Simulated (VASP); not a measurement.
# BN (Qingsongite) in VASP: further runs

The runs below take BN (Qingsongite) through single point, with PBE.

All numbers are computed with VASP 6.6.1; they aren't measurements. Logs are shortened: lines on timing, memory, paths and dates and some standing lists are left out, and cuts for length are marked.

### Step 1. The cell of the first run

It takes space group F-43m (No. 216, cubic). The conventional cell has a = 3.615 Å, b = 3.615 Å, c = 3.615 Å, α = 90.00°, β = 90.00°, γ = 90.00°. B (site symmetry -43m) has 4 N at 1.57 Å within 2.1 Å. Within 2.1 Å of N (site symmetry -43m) lie 4 B at 1.57 Å.

### Step 2. Single point, PBE

INCAR reads:

```
PREC = Accurate ; ENCUT = 600
EDIFF = 1E-6 ; ISMEAR = 0
SIGMA = 0.05 ; LREAL = F
LASPH = T ; NELM = 120
ALGO = Normal ; ISIF = 2
LWAVE = F ; LCHARG = F
GGA = PE ; NBANDS = 11
GGA_COMPAT = F
```

KPOINTS reads:

```
regular mesh
0
Gamma
  10 10 10
```

POSCAR reads:

```
BN
1.0
    0.0000000000      1.8075000000      1.8075000000
    1.8075000000      0.0000000000      1.8075000000
    1.8075000000      1.8075000000      0.0000000000
B N
1 1
Direct
    0.0000000000      0.0000000000      0.0000000000
    0.2500000000      0.2500000000      0.2500000000
```

Potentials or basis: VASP PAW PBE potentials, release 64 (B, N).

Launch:

```bash
$ cat potpaw_PBE.64/B/POTCAR potpaw_PBE.64/N/POTCAR > POTCAR
$ mpirun -np 1 vasp_std > vasp.out
```

OUTCAR:

```text
PREC = Accurate
   ENCUT = 600
   EDIFF = 1E-6
   ISMEAR = 0
   LREAL = F
   LASPH = T
   NELM = 120
   ISIF = 2
   GGA = PE

 ion  position               nearest neighbor table
   1  0.000  0.000  0.000-   2 1.57   2 1.57   2 1.57   2 1.57
   2  0.250  0.250  0.250-   1 1.57   1 1.57   1 1.57   1 1.57

  LATTYP: Found a face centered cubic cell.
 ALAT       =     3.6150000000

  Lattice vectors:

 A1 = (   0.0000000000,   1.8075000000,   1.8075000000)
 A2 = (   1.8075000000,   0.0000000000,   1.8075000000)
 A3 = (   1.8075000000,   1.8075000000,   0.0000000000)

Analysis of symmetry for initial positions (statically):
=====================================================================
 Subroutine PRICEL returns:
 Original cell was already a primitive cell.

 Routine SETGRP: Setting up the symmetry group for a
 face centered cubic supercell.

 Subroutine GETGRP returns: Found 24 space group operations
 (whereof 24 operations were pure point group operations)
 out of a pool of 48 trial point group operations.

The static configuration has the point symmetry T_d .

Analysis of symmetry for dynamics (positions and initial velocities):
=====================================================================
 Subroutine PRICEL returns:
 Original cell was already a primitive cell.

 Routine SETGRP: Setting up the symmetry group for a
 face centered cubic supercell.

 Subroutine GETGRP returns: Found 24 space group operations
 (whereof 24 operations were pure point group operations)
 out of a pool of 48 trial point group operations.

The dynamic configuration has the point symmetry T_d .

 Subroutine INISYM returns: Found 24 space group operations
 (whereof 24 operations are pure point group operations),
 and found     1 'primitive' translations

----------------------------------------------------------------------------------------

                                     Primitive cell

  volume of cell :      11.8104

  direct lattice vectors                    reciprocal lattice vectors
     0.000000000  1.807500000  1.807500000    -0.276625173  0.276625173  0.276625173
     1.807500000  0.000000000  1.807500000     0.276625173 -0.276625173  0.276625173
     1.807500000  1.807500000  0.000000000     0.276625173  0.276625173 -0.276625173

  length of vectors
     2.556191014  2.556191014  2.556191014     0.479128854  0.479128854  0.479128854

  position of ions in fractional coordinates (direct lattice)
     0.000000000  0.000000000  0.000000000
     0.250000000  0.250000000  0.250000000

  ion indices of the primitive-cell ions
   primitive index   ion index
                 1           1
                 2           2

----------------------------------------------------------------------------------------

 KPOINTS: regular mesh

Automatic generation of k-mesh.
 Grid dimensions read from file:
 generate k-points for:   10   10   10

 Generating k-lattice:

  Cartesian coordinates                     Fractional coordinates (reciprocal lattice)
    -0.027662517  0.027662517  0.027662517     0.100000000  0.000000000  0.000000000
     0.027662517 -0.027662517  0.027662517     0.000000000  0.100000000  0.000000000
     0.027662517  0.027662517 -0.027662517     0.000000000  0.000000000  0.100000000

  Length of vectors
     0.047912885  0.047912885  0.047912885

  Shift w.r.t. Gamma in fractional coordinates (k-lattice)
     0.000000000  0.000000000  0.000000000

 Subroutine IBZKPT returns following result:
 ===========================================

 Found     47 irreducible k-points:

 Following reciprocal coordinates:
            Coordinates               Weight
  0.000000  0.000000  0.000000      1.000000
  0.100000  0.000000  0.000000      8.000000
  0.200000  0.000000  0.000000      8.000000
  0.300000  0.000000  0.000000      8.000000
  0.400000  0.000000  0.000000      8.000000
  0.500000  0.000000  0.000000      4.000000
[... 16 lines left out ...]
  0.300000  0.300000  0.000000      6.000000
  0.400000  0.300000  0.000000     24.000000
 [... further k-points ...]
   k-points           NKPTS =     47   k-points in BZ     NKDIM =     47   number of bands    NBANDS=     11
   number of dos      NEDOS =    301   number of ions     NIONS =      2
   total plane-waves  NPLWV =   8000
   dimension x,y,z NGX =    20 NGY =   20 NGZ =   20
   dimension x,y,z NGXF=    40 NGYF=   40 NGZF=   40
   ions per type =               1   1
   NGX,Y,Z   is equivalent  to a cutoff of  13.01, 13.01, 13.01 a.u.
   NGXF,Y,Z  is equivalent  to a cutoff of  26.01, 26.01, 26.01 a.u.
 SYSTEM =  unknown system
   PREC   = accura    normal or accurate (medium, high low for compatibility)
   ISTART =      0    job   : 0-new  1-cont  2-samecut
   ICHARG =      2    charge: 1-file 2-atom 10-const
   ISPIN  =      1    spin polarized calculation?
   LNONCOLLINEAR =      F non collinear calculations
   LSORBIT =      F    spin-orbit coupling
   LASPH  =      T    aspherical Exc in radial PAW
   ENCUT  =  600.0 eV  44.10 Ry    6.64 a.u.   5.11  5.11  5.11*2*pi/ulx,y,z
   NELM   =    120;   NELMIN=  2; NELMDL= -5     # of ELM steps
   EDIFF  = 0.1E-05   stopping-criterion for ELM
   LREAL  =      F    real-space projection
   EDIFFG = 0.1E-04   stopping-criterion for IOM
   NSW    =      0    number of steps for IOM
   IBRION =     -1    ionic relax: 0-MD 1-quasi-New 2-CG
   NFREE  =      0    steps in history (QN), initial steepest desc. (CG)
   ISIF   =      2    stress and relaxation
   ISYM   =      2    0-nonsym 1-usesym 2-fastsym
   POTIM  = 0.5000    time-step for ionic-motion
   TEBEG  =    0.0;   TEEND  =   0.0 temperature during run
   PSTRESS=    0.0 pullay stress
   NELECT =       8.0000    total number of electrons
   NUPDOWN=      -1.0000    fix difference up-down
   EMIN   =  10.00;   EMAX   =-10.00  energy-range for DOS
   EFERMI =   0.00;   METHOD = LEGACY
   ISMEAR =     0;   SIGMA  =   0.05  broadening in eV -4-tet -1-fermi 0-gaus
   EFERMI_NEDOS =   21; number of points for ismear=-14 and -15
   IALGO  =     38    algorithm
   IMIX   =      4    mixing-type and parameters
     AMIX     =   0.40;   BMIX     =  1.00
     AMIX_MAG =   1.60;   BMIX_MAG =  1.00
  volume/ion in A,a.u.               =       5.91        39.85
  Fermi-wavevector in a.u.,A,eV,Ry     =   1.437749  2.716952 28.124920  2.067123
  Thomas-Fermi vector in A             =   2.556793
   LORBIT       =      0    0 simple, 1 ext, 2 COOP (PROOUT), +10 PAW based schemes
   GGA     = PE    functional components
   LHFCALC =     F    Hartree Fock is set to
   AEXX    =    0.0000 exact exchange contribution
   IVDW    =     0    specifies the selected vdW correction
   LEPSILON=     F    determine dielectric tensor
   LRPA    =     F    only Hartree local field effects (RPA)
 non-spin polarized calculation
 Gauss-broadening in eV      SIGMA  =   0.05
  energy-cutoff  :      600.00
  volume of cell :       11.81
 maximum number of plane-waves:       411
   NGX = 11   NGY = 11   NGZ = 11

 number of electron       7.9999999 magnetization

 Free energy of the ion-electron system (eV)
  ---------------------------------------------------
  ext. energy  EPLUGINS =         0.00000000
  ---------------------------------------------------
  free energy    TOTEN  =       -17.45341839 eV

  energy without entropy =      -17.45341839  energy(sigma->0) =      -17.45341839

 E-fermi :   7.6098     XC(G=0): -12.8222

 val. band max:        7.4025076678   @ k =   0.0000   0.0000   0.0000
 cond. band min:      11.8620074930   @ k =   0.5000   0.5000   0.0000
 fundamental gap:      4.4594998252
 Fermi energy:         7.6098283827

 k-point     1 :       0.0000    0.0000    0.0000
  band No.  band energies     occupation
      1     -12.8283      2.00000
      2       7.4025      2.00000
      3       7.4025      2.00000
      4       7.4025      2.00000
      5      16.2223      0.00000
      6      16.2223      0.00000
      7      16.2223      0.00000
      8      17.7526      0.00000
      9      32.1550      0.00000
     10      35.1689      0.00000
     11      35.1689      0.00000

 k-point     2 :       0.1000    0.0000    0.0000
  band No.  band energies     occupation
      1     -12.5851      2.00000
      2       6.1329      2.00000
      3       7.1487      2.00000
      4       7.1487      2.00000
      5      16.4965      0.00000
      6      16.6066      0.00000
      7      16.6066      0.00000
      8      18.5449      0.00000
      9      31.8621      0.00000
     10      32.5685      0.00000
     11      32.5685      0.00000

 k-point     3 :       0.2000    0.0000    0.0000
  band No.  band energies     occupation
      1     -11.8697      2.00000
      2       3.4174      2.00000
      3       6.5778      2.00000
      4       6.5778      2.00000
      5      16.8704      0.00000
      6      17.4016      0.00000
      7      17.4016      0.00000
      8      20.2053      0.00000
      9      31.0953      0.00000
     10      31.0953      0.00000
     11      31.1556      0.00000

 k-point     4 :       0.3000    0.0000    0.0000
  band No.  band energies     occupation
      1     -10.7395      2.00000
      2       0.4607      2.00000
      3       5.9998      2.00000
      4       5.9998      2.00000
      5      17.2146      0.00000
      6      17.9683      0.00000
      7      17.9683      0.00000
      8      21.6030      0.00000
      9      30.6721      0.00000
     10      31.3496      0.00000
     11      31.3496      0.00000

 k-point     5 :       0.4000    0.0000    0.0000
  band No.  band energies     occupation
      1      -9.3939      2.00000
      2      -2.0892      2.00000
      3       5.6019      2.00000
      4       5.6019      2.00000
      5      17.4610      0.00000
      6      18.1145      0.00000
      7      18.1145      0.00000
      8      22.4064      0.00000
      9      30.6975      0.00000
     10      33.0194      0.00000
     11      33.0194      0.00000
[... 211 lines left out ...]
 k-point    21 :      -0.3000    0.2000    0.0000
  band No.  band energies     occupation
      1      -9.1244      2.00000
      2      -0.7460      2.00000
      3       2.4294      2.00000
      4       5.3238      2.00000
      5      17.1931      0.00000
      6      19.4023      0.00000
      7      19.8525      0.00000
      8      22.2120      0.00000
      9      29.0146      0.00000
     10      29.8380      0.00000
     11      34.1698      0.00000

 k-point    22 :      -0.2000    0.2000    0.0000
  band No.  band energies     occupation
      1     -10.3657      2.00000
      2       1.2404      2.00000
      3       3.1344      2.00000
      4       6.1062      2.00000
      5      17.9640      0.00000
      6      18.3689      0.00000
      7      18.8928      0.00000
      8      21.1255      0.00000
      9      28.7150      0.00000
     10      29.7563      0.00000
     11      34.1869      0.00000

 k-point    23 :       0.3000    0.3000    0.0000
  band No.  band energies     occupation
      1     -10.0592      2.00000
      2       2.1799      2.00000
      3       3.7395      2.00000
      4       3.7395      2.00000
      5      13.5415      0.00000
      6      18.1887      0.00000
      7      22.1332      0.00000
      8      22.1332      0.00000
      9      26.1626      0.00000
     10      34.7801      0.00000
     11      39.2684      0.00000

 k-point    24 :       0.4000    0.3000    0.0000
  band No.  band energies     occupation
      1      -9.0549      2.00000
      2       0.6259      2.00000
      3       2.8911      2.00000
      4       3.3300      2.00000
      5      13.5019      0.00000
      6      18.0402      0.00000
      7      22.8809      0.00000
      8      22.9782      0.00000
      9      27.1095      0.00000
     10      34.4872      0.00000
     11      39.1929      0.00000

 [... further k-points ...]
[... 5 lines left out ...]
  --------------------------------------------------------------------------------------
  -------------------------------------------------------------------------------------
  Total        0.2225206      0.2225206      0.2225206      0.0000000      0.0000000     -0.0000000
  in kB       30.1867176     30.1867176     30.1867176      0.0000000      0.0000000     -0.0000000
  external PRESSURE =      30.1867176 kB  Pullay stress =       0.0000000 kB

 VOLUME and BASIS-vectors are now :
 -----------------------------------------------------------------------------
  energy-cutoff  :      600.00
  volume of cell :       11.81
      direct lattice vectors                 reciprocal lattice vectors
     0.000000000  1.807500000  1.807500000    -0.276625173  0.276625173  0.276625173
     1.807500000  0.000000000  1.807500000     0.276625173 -0.276625173  0.276625173
     1.807500000  1.807500000  0.000000000     0.276625173  0.276625173 -0.276625173

 POSITION                                       TOTAL-FORCE (eV/Angst)
 -----------------------------------------------------------------------------------
      0.00000      0.00000      0.00000        -0.000000     -0.000000      0.000000
      0.90375      0.90375      0.90375         0.000000      0.000000     -0.000000
 -----------------------------------------------------------------------------------
    total drift:                                0.000000      0.000000      0.000000

  FREE ENERGIE OF THE ION-ELECTRON SYSTEM (eV)
  ---------------------------------------------------
  free  energy   TOTEN  =       -17.4534183876 eV

  energy  without entropy=      -17.4534183876  energy(sigma->0) =      -17.45341839
```

It took 8 s on 1 thread of Intel Xeon 8259CL, shared host; peak memory 0.12 GiB.

Results:

* Free energy: -17.4534 eV
* Pressure: 3.0 GPa
* Band gap on the k mesh: 4.46 eV, indirect (least direct gap 8.82 eV)

Levels at points of the mesh, in eV from the valence-band top:
```tsv
k point	band 1	band 2	band 3	band 4	band 5	band 6	band 7	band 8	band 9
(0.00, 0.00, 0.00)	-20.23	0.00	0.00	0.00	8.82	8.82	8.82	10.35	24.75
(0.50, 0.00, 0.00)	-16.01	-10.69	-1.94	-1.94	10.15	10.71	10.71	15.26	23.46
(0.50, 0.50, 0.00)	-14.65	-8.92	-4.90	-4.90	4.46	9.23	17.92	17.92	20.78
```

A k mesh can miss the band edges. Expect the measured gap to be larger: semilocal functionals such as PBE lack the derivative discontinuity.

(Part 1 of 2 ends here.)
